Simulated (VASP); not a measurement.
Input of a VASP 6.6.1 run:

The input POSCAR:

```
Pt
1.0
    2.7739638542      0.0000000000      0.0000000000
   -1.3869819271      2.4023231669      0.0000000000
    0.0000000000      0.0000000000      4.6223926652
Pt
2
Direct
    0.6666666667      0.3333333333      0.7500000000
    0.3333333333      0.6666666667      0.2500000000
```

File INCAR.step1:

```
SYSTEM = Pt
PREC = Accurate
ENCUT = 520
ISMEAR = 0
SIGMA = 0.15
LREAL = .False.
LASPH = .True.
NELM = 80
NBANDS = 17
GGA = PE
ALGO = Normal
EDIFF = 1E-4
LWAVE = .True.
LCHARG = .False.
```

INCAR.step2

```
SYSTEM = Pt
PREC = Accurate
ENCUT = 520
EDIFF = 1E-7
ISMEAR = 0
SIGMA = 0.15
LREAL = .False.
LASPH = .True.
NELM = 80
ALGO = Normal
ISIF = 2
LWAVE = .False.
LCHARG = .True.
METAGGA = R2SCAN
LMIXTAU = .True.
LELF = .True.
LVHAR = .True.
NBANDS = 17
ISTART = 1
```

File KPOINTS:

```
regular mesh
0
Gamma
  24 24 12
  0 0 0
```

Potentials or basis: VASP PAW PBE potentials, release 64 (Pt).

The run is started by

```sh
$ cat potpaw_PBE.64/Pt/POTCAR > POTCAR
$ cp INCAR.step1 INCAR
$ mpirun -np 1 vasp_std > vasp.out
$ cp INCAR.step2 INCAR
$ mpirun -np 1 vasp_std > vasp.out
```

Problem. What does it give for the band gap on the k mesh?

Solution. Zero (bands 10 and 11 overlap by 1.34 eV).

Problem. What does it give for the pressure?

Solution. 0.4 GPa.

Stress tensor (GPa, compression positive):
```
-2.11  0.00  0.00
 0.00 -2.11  0.00
 0.00  0.00  5.28
```

Caveat: the cell differs from its parent crystal (strain +0.015 along x and y, -0.030 along z); the PAW data sets were made with another functional, which shifts forces and pressure a little; spin-orbit coupling is left out, which moves the levels of the heavy elements.
